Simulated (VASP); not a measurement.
# H7C16F in VASP: single point with PBE+D3(BJ)

Aim: the single point of H7C16F with PBE+D3(BJ).

All numbers are computed with VASP 6.6.1; they aren't measurements. Logs are shortened: lines on timing, memory, paths and dates and some standing lists are left out, and cuts for length are marked.

**1. The cell of the first run**

The cell holds a slab with vacuum, 24 atoms: a = 5.049 Å, b = 5.049 Å, c = 15.776 Å, α = 90.00°, β = 90.00°, γ = 60.00°.

**2. Single point, PBE+D3(BJ)**

Input file INCAR:

```
SYSTEM = H7C16F
PREC = Accurate
ENCUT = 520
EDIFF = 1E-6
ISMEAR = -1
SIGMA = 0.02
LREAL = Auto
LASPH = .True.
NELM = 60
ALGO = Normal
ISIF = 2
LWAVE = .False.
LCHARG = .False.
GGA = PE
IVDW = 12
NBANDS = 57
```

Input file KPOINTS:

```
regular mesh
0
Gamma
  3 3 1
  0 0 0
```

Input file POSCAR:

```
H7C16F
1.0
    5.0487420000      0.0000000000      0.0000000000
    2.5243710000      4.3723390000      0.0000000000
    0.0000000000      0.0000000000     15.7764260000
H C F
7 16 1
Direct
    0.1666667000      0.1666667000      0.0633857000
    0.6666667000      0.1666667000      0.0633857000
    0.1666667000      0.6666667000      0.0633857000
    0.6666667000      0.6666667000      0.0633857000
   -0.0002614802      0.4997208368      0.3649204038
    0.5006496736      0.4996283842      0.3649264640
    0.9996448780      0.0006735682      0.3649264680
    0.1666667000      0.1666667000      0.1331100000
    0.6666667000      0.1666667000      0.1331100000
    0.1666667000      0.6666667000      0.1331100000
    0.6666667000      0.6666667000      0.1331100000
   -0.1666667000      0.3333333000      0.1657717000
    0.3333333000      0.3333333000      0.1657717000
   -0.1666667000      0.8333333000      0.1657717000
    0.3333333000      0.8333333000      0.1657717000
   -0.1666589447      0.3333618946      0.2637668415
    0.3327191661      0.3345725572      0.2639139261
   -0.1654514824      0.8327462439      0.2639220346
    0.3327250138      0.8327439229      0.2639244054
   -0.0004497944      0.0009379941      0.2951421871
    0.4999750171      0.0000332479      0.2936857285
   -0.0004442741      0.4995711823      0.2951376940
    0.5009180315      0.4995589169      0.2951431646
    0.4999644360     -0.0000009858      0.3842138644
```

Potentials or basis: VASP PAW PBE potentials, release 64 (H, C, F).

Command:

```bash
$ cat potpaw_PBE.64/H/POTCAR potpaw_PBE.64/C/POTCAR potpaw_PBE.64/F/POTCAR > POTCAR
$ mpirun -np 1 vasp_std > vasp.out
```

OUTCAR:

```text
SYSTEM = H7C16F
   PREC = Accurate
   ENCUT = 520
   EDIFF = 1E-6
   ISMEAR = -1
   LREAL = Auto
   LASPH = .True.
   NELM = 60
   ISIF = 2
   GGA = PE
   IVDW = 12
 IVDW          = 12

 ion  position               nearest neighbor table
   1  0.167  0.167  0.063-   8 1.10
   2  0.667  0.167  0.063-   9 1.10
   3  0.167  0.667  0.063-  10 1.10
   4  0.667  0.667  0.063-  11 1.10
   5  1.000  0.500  0.365-  22 1.10
   6  0.501  0.500  0.365-  23 1.10
   7  1.000  0.001  0.365-  20 1.10
   8  0.167  0.167  0.133-   1 1.10  13 1.55  12 1.55  15 1.55
   9  0.667  0.167  0.133-   2 1.10  12 1.55  13 1.55  14 1.55
  10  0.167  0.667  0.133-   3 1.10  15 1.55  14 1.55  13 1.55
  11  0.667  0.667  0.133-   4 1.10  14 1.55  15 1.55  12 1.55
  12  0.833  0.333  0.166-   9 1.55   8 1.55  11 1.55  16 1.55
  13  0.333  0.333  0.166-   8 1.55   9 1.55  10 1.55  17 1.55
[... 8 lines left out ...]
  22  1.000  0.500  0.295-   5 1.10  16 1.54  17 1.54  18 1.54
  23  0.501  0.500  0.295-   6 1.10  16 1.54  19 1.54  17 1.54
  24  0.500  1.000  0.384-  21 1.43

  LATTYP: Found a hexagonal cell.
 ALAT       =     5.0487421480
 C/A-ratio  =     3.1248230822

  Lattice vectors:

 A1 = (  -2.5243710000,  -4.3723390000,   0.0000000000)
 A2 = (   5.0487420000,   0.0000000000,   0.0000000000)
 A3 = (   0.0000000000,   0.0000000000,  15.7764260000)

Analysis of symmetry for initial positions (statically):
=====================================================================
 Subroutine PRICEL returns:
 Original cell was already a primitive cell.

 Routine SETGRP: Setting up the symmetry group for a
 hexagonal supercell.

 Subroutine GETGRP returns: Found  1 space group operations
 (whereof  1 operations were pure point group operations)
 out of a pool of 24 trial point group operations.

The static configuration has the point symmetry C_1 .

Analysis of symmetry for dynamics (positions and initial velocities):
=====================================================================
 Subroutine PRICEL returns:
 Original cell was already a primitive cell.

 Routine SETGRP: Setting up the symmetry group for a
 hexagonal supercell.

 Subroutine GETGRP returns: Found  1 space group operations
 (whereof  1 operations were pure point group operations)
 out of a pool of 24 trial point group operations.

The dynamic configuration has the point symmetry C_1 .

 Subroutine INISYM returns: Found  1 space group operations
 (whereof  1 operations are pure point group operations),
 and found     1 'primitive' translations

----------------------------------------------------------------------------------------

                                     Primitive cell

  volume of cell :     348.2616

  direct lattice vectors                    reciprocal lattice vectors
     5.048742000  0.000000000  0.000000000     0.198069143 -0.114355268  0.000000000
     2.524371000  4.372339000  0.000000000     0.000000000  0.228710537  0.000000000
     0.000000000  0.000000000 15.776426000     0.000000000  0.000000000  0.063385712

  length of vectors
     5.048742000  5.048742148 15.776426000     0.228710544  0.228710537  0.063385712

  position of ions in fractional coordinates (direct lattice)
     0.166666700  0.166666700  0.063385700
     0.666666700  0.166666700  0.063385700
     0.166666700  0.666666700  0.063385700
     0.666666700  0.666666700  0.063385700
     0.999738520  0.499720837  0.364920404
     0.500649674  0.499628384  0.364926464
[... 16 lines left out ...]
     0.500918031  0.499558917  0.295143165
     0.499964436  0.999999014  0.384213864

  ion indices of the primitive-cell ions
   primitive index   ion index
                 1           1
                 2           2
                 3           3
                 4           4
                 5           5
                 6           6
[... 16 lines left out ...]
                23          23
                24          24

----------------------------------------------------------------------------------------

 KPOINTS: regular mesh

Automatic generation of k-mesh.
 Grid dimensions read from file:
 generate k-points for:    3    3    1

 Generating k-lattice:

  Cartesian coordinates                     Fractional coordinates (reciprocal lattice)
     0.066023048 -0.038118423  0.000000000     0.333333333 -0.000000000  0.000000000
     0.000000000  0.076236846  0.000000000     0.000000000  0.333333333  0.000000000
     0.000000000  0.000000000  0.063385712     0.000000000  0.000000000  1.000000000

  Length of vectors
     0.076236848  0.076236846  0.063385712

  Shift w.r.t. Gamma in fractional coordinates (k-lattice)
     0.000000000  0.000000000  0.000000000

 Subroutine IBZKPT returns following result:
 ===========================================

 Found      5 irreducible k-points:

 Following reciprocal coordinates:
            Coordinates               Weight
  0.000000  0.000000  0.000000      1.000000
  0.333333  0.000000  0.000000      2.000000
  0.333333  0.333333  0.000000      2.000000
  0.000000  0.333333  0.000000      2.000000
 -0.333333  0.333333  0.000000      2.000000
   k-points           NKPTS =      5   k-points in BZ     NKDIM =      5   number of bands    NBANDS=     57
   number of dos      NEDOS =    301   number of ions     NIONS =     24
   total plane-waves  NPLWV = 192000
   dimension x,y,z NGX =    40 NGY =   40 NGZ =  120
   dimension x,y,z NGXF=    80 NGYF=   80 NGZF=  240
   ions per type =               7  16   1
   NGX,Y,Z   is equivalent  to a cutoff of  13.17, 13.17, 12.65 a.u.
   NGXF,Y,Z  is equivalent  to a cutoff of  26.34, 26.34, 25.29 a.u.
 SYSTEM =  H7C16F
   PREC   = accura    normal or accurate (medium, high low for compatibility)
   ISTART =      0    job   : 0-new  1-cont  2-samecut
   ICHARG =      2    charge: 1-file 2-atom 10-const
   ISPIN  =      1    spin polarized calculation?
   LNONCOLLINEAR =      F non collinear calculations
   LSORBIT =      F    spin-orbit coupling
   LASPH  =      T    aspherical Exc in radial PAW
   ENCUT  =  520.0 eV  38.22 Ry    6.18 a.u.   9.39  9.39 29.33*2*pi/ulx,y,z
   NELM   =     60;   NELMIN=  2; NELMDL= -5     # of ELM steps
   EDIFF  = 0.1E-05   stopping-criterion for ELM
   LREAL  =      T    real-space projection
   EDIFFG = 0.1E-04   stopping-criterion for IOM
   NSW    =      0    number of steps for IOM
   IBRION =     -1    ionic relax: 0-MD 1-quasi-New 2-CG
   NFREE  =      0    steps in history (QN), initial steepest desc. (CG)
   ISIF   =      2    stress and relaxation
   ISYM   =      2    0-nonsym 1-usesym 2-fastsym
   POTIM  = 0.5000    time-step for ionic-motion
   TEBEG  =    0.0;   TEEND  =   0.0 temperature during run
   PSTRESS=    0.0 pullay stress
   NELECT =      78.0000    total number of electrons
   NUPDOWN=      -1.0000    fix difference up-down
   EMIN   =  10.00;   EMAX   =-10.00  energy-range for DOS
   EFERMI =   0.00;   METHOD = LEGACY
   ISMEAR =    -1;   SIGMA  =   0.02  broadening in eV -4-tet -1-fermi 0-gaus
   EFERMI_NEDOS =   21; number of points for ismear=-14 and -15
   IALGO  =     38    algorithm
   IMIX   =      4    mixing-type and parameters
     AMIX     =   0.40;   BMIX     =  1.00
     AMIX_MAG =   1.60;   BMIX_MAG =  1.00
  volume/ion in A,a.u.               =      14.51        97.92
  Fermi-wavevector in a.u.,A,eV,Ry     =   0.994194  1.878754 13.448295  0.988422
  Thomas-Fermi vector in A             =   2.126128
   LORBIT       =      0    0 simple, 1 ext, 2 COOP (PROOUT), +10 PAW based schemes
   GGA     = PE    functional components
   LHFCALC =     F    Hartree Fock is set to
   AEXX    =    0.0000 exact exchange contribution
   IVDW    =    12    specifies the selected vdW correction
   LEPSILON=     F    determine dielectric tensor
   LRPA    =     F    only Hartree local field effects (RPA)
 non-spin polarized calculation
  energy-cutoff  :      520.00
  volume of cell :      348.26
 maximum number of plane-waves:      9407
 NGX is ok and might be reduce to    40
   NGX = 19   NGY = 19   NGZ = 59

 number of electron      78.0000006 magnetization

 Free energy of the ion-electron system (eV)
  ---------------------------------------------------
  ext. energy  EPLUGINS =         0.00000000
  ---------------------------------------------------
  free energy    TOTEN  =      -175.48511587 eV

  energy without entropy =     -175.48511587  energy(sigma->0) =     -175.48511587

 E-fermi :  -0.0373     XC(G=0):  -5.2844

 val. band max:       -0.5706815267   @ k =   0.0000   0.0000   0.0000
 cond. band min:       2.7420399436   @ k =   0.0000   0.0000   0.0000
 fundamental gap:      3.3127214704
 Fermi energy:        -0.0372584309

 k-point     1 :       0.0000    0.0000    0.0000
  band No.  band energies     occupation
      1     -25.5656      2.00000
      2     -20.2285      2.00000
      3     -17.4736      2.00000
      4     -15.1100      2.00000
      5     -15.1095      2.00000
      6     -15.0253      2.00000
[... 43 lines left out ...]
     50       6.8216      0.00000
     51       6.8634      0.00000

 k-point     2 :       0.3333    0.0000    0.0000
  band No.  band energies     occupation
      1     -25.5586      2.00000
      2     -19.5731      2.00000
      3     -17.6332      2.00000
      4     -16.8611      2.00000
      5     -15.8083      2.00000
      6     -15.7552      2.00000
[... 43 lines left out ...]
     50       7.2469      0.00000
     51       7.5399      0.00000

 k-point     3 :       0.3333    0.3333    0.0000
  band No.  band energies     occupation
      1     -25.5586      2.00000
      2     -19.5731      2.00000
      3     -17.6332      2.00000
      4     -16.8612      2.00000
      5     -15.8081      2.00000
      6     -15.7553      2.00000
[... 43 lines left out ...]
     50       7.2468      0.00000
     51       7.5397      0.00000

 k-point     4 :       0.0000    0.3333    0.0000
  band No.  band energies     occupation
      1     -25.5586      2.00000
      2     -19.5731      2.00000
      3     -17.6332      2.00000
      4     -16.8611      2.00000
      5     -15.8080      2.00000
      6     -15.7554      2.00000
[... 43 lines left out ...]
     50       7.2470      0.00000
     51       7.5401      0.00000

 k-point     5 :      -0.3333    0.3333    0.0000
  band No.  band energies     occupation
      1     -25.5552      2.00000
      2     -18.3063      2.00000
      3     -18.2635      2.00000
      4     -18.2453      2.00000
      5     -15.7283      2.00000
      6     -15.6969      2.00000
[... 43 lines left out ...]
     50       7.2502      0.00000
     51       7.3844      0.00000
 [bands above 51 left out]

------------------------ aborting loop because EDIFF is reached ----------------------------------------

 Edisp (eV)   -2.47463

 E8    (eV) :    -0.7162

  FORCE on cell =-STRESS in cart. coord.  units (eV):
  Direction    XX          YY          ZZ          XY          YZ          ZX
  --------------------------------------------------------------------------------------
  -------------------------------------------------------------------------------------
  Total      -0.62302    -0.62247    -0.82553     0.00037    -0.00408    -0.00211
  in kB      -2.86622    -2.86367    -3.79784     0.00169    -0.01879    -0.00972
  external pressure =       -3.18 kB  Pullay stress =        0.00 kB

 VOLUME and BASIS-vectors are now :
 -----------------------------------------------------------------------------
  energy-cutoff  :      520.00
  volume of cell :      348.26
      direct lattice vectors                 reciprocal lattice vectors
     5.048742000  0.000000000  0.000000000     0.198069143 -0.114355268  0.000000000
     2.524371000  4.372339000  0.000000000     0.000000000  0.228710537  0.000000000
     0.000000000  0.000000000 15.776426000     0.000000000  0.000000000  0.063385712

 POSITION                                       TOTAL-FORCE (eV/Angst)
 -----------------------------------------------------------------------------------
      1.26219      0.72872      1.00000         0.007654     -0.004396     -0.158177
      3.78656      0.72872      1.00000        -0.007441     -0.004309     -0.158167
      2.52437      2.91489      1.00000         0.000073      0.000008     -0.137674
      5.04874      2.91489      1.00000         0.000061      0.008783     -0.158211
      6.30890      2.18495      5.75714        -0.002498     -0.001440      0.025208
      3.78890      2.18454      5.75724         0.001793      0.000243      0.024667
[... 16 lines left out ...]
      3.79008      2.18424      4.65630        -0.003730      0.000584      0.003071
      5.04856      4.37233      6.06152         0.000650      0.001123      0.273182
 -----------------------------------------------------------------------------------
    total drift:                               -0.001111      0.001131     -0.077954

  FREE ENERGIE OF THE ION-ELECTRON SYSTEM (eV)
  ---------------------------------------------------
  free  energy   TOTEN  =      -177.9597500179 eV

  energy  without entropy=     -177.9597500179  energy(sigma->0) =     -177.95975002
```

Wall time 4.9 min (1 thread of AMD EPYC 7R13, shared host); peak memory 0.44 GiB.

What came out:

```
Free energy                : -177.9598 eV
Largest force              : 1.131 eV/Å
Band gap on the k mesh     : 3.31 eV
Dispersion energy per atom : -0.103 eV
```

Forces on the atoms (eV/Å):
```
H    0.008 -0.004 -0.158
H   -0.007 -0.004 -0.158
H    0.000  0.000 -0.138
H    0.000  0.009 -0.158
H   -0.002 -0.001  0.025
H    0.002  0.000  0.025
H    0.001  0.001  0.024
C   -0.030  0.017  1.050
C    0.030  0.017  1.050
C    0.000  0.000  1.131
C    0.000 -0.035  1.050
C    0.001  0.001 -0.913
C    0.001 -0.086 -0.963
C   -0.075  0.044 -0.961
C    0.075  0.044 -0.961
C   -0.001 -0.001  0.003
C    0.001 -0.003  0.010
C   -0.002  0.003  0.006
C    0.002  0.001  0.005
C   -0.003 -0.003  0.005
C    0.003 -0.003 -0.253
C    0.002  0.002  0.005
C   -0.004  0.001  0.003
F    0.001  0.001  0.273
```

Caveat: the k points lie up to 0.48 Å⁻¹ apart.
